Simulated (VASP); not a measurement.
Wanted: the native input for a VASP 6.6.1 run.

- Task: single point
- Functional: PBE
- Potentials or basis: VASP PAW PBE potentials, release 64 (Si, Se)
- Cutoff: 520 eV
- k mesh: 6 × 6 × 4
- Occupations: gaussian, width 0.1 eV
- Spin: no spin polarisation
- Dipole correction: no
- Further INCAR settings: ALGO = Normal; EDIFF = 1e-06; NBANDS = 22

The structure of Si5Se lies in POSCAR:

```
Si5Se
1.0
    4.3961997900      0.0000000000      0.0000000000
   -2.1980999000      3.8072207000      0.0000000000
    0.0000000000      0.0000000000      6.2271426600
Si Se
5 1
Direct
    0.0000000000      0.0000000000      0.2416599100
    0.0000000000      0.0000000000      0.7583400900
    0.5000000000      0.0000000000      0.0000000000
    0.0000000000      0.5000000000      0.0000000000
    0.5000000000      0.5000000000      0.0000000000
    0.0000000000      0.0000000000      0.5000000000
```

These files were run (other wordings do the same):

INCAR

```
SYSTEM = Si5Se
PREC = Accurate
ENCUT = 520
EDIFF = 1E-6
ISMEAR = 0
SIGMA = 0.1
LREAL = .False.
LASPH = .True.
NELM = 80
ALGO = Normal
ISIF = 2
LWAVE = .False.
LCHARG = .True.
GGA = PE
LELF = .True.
LVHAR = .True.
NBANDS = 22
```

KPOINTS

```
Automatic mesh
0
Gamma
  6 6 4
  0 0 0
```

Potentials or basis: VASP PAW PBE potentials, release 64 (Si, Se).

Command:

```bash
$ cat potpaw_PBE.64/Si/POTCAR potpaw_PBE.64/Se/POTCAR > POTCAR
$ mpirun -np 1 vasp_std > vasp.out
```

Results of the run:

| Item | Value |
| --- | --- |
| Pressure | 72.8 GPa |
| Largest force | 36.035 eV/Å |
| Band gap on the k mesh | zero (band 13 reaches 9.15 eV, above the bottom of band 14 at 6.44 eV) |

Caveat: forces of over 1 eV/Å act on the atoms, so gaps and moduli don't describe the material at rest.

Wall time 45 s on 1 thread of Intel(R) Xeon(R) Platinum 8259CL CPU @ 2.50GHz (Skylake/Cascade Lake), on a shared host, peak memory 0.24 GiB.
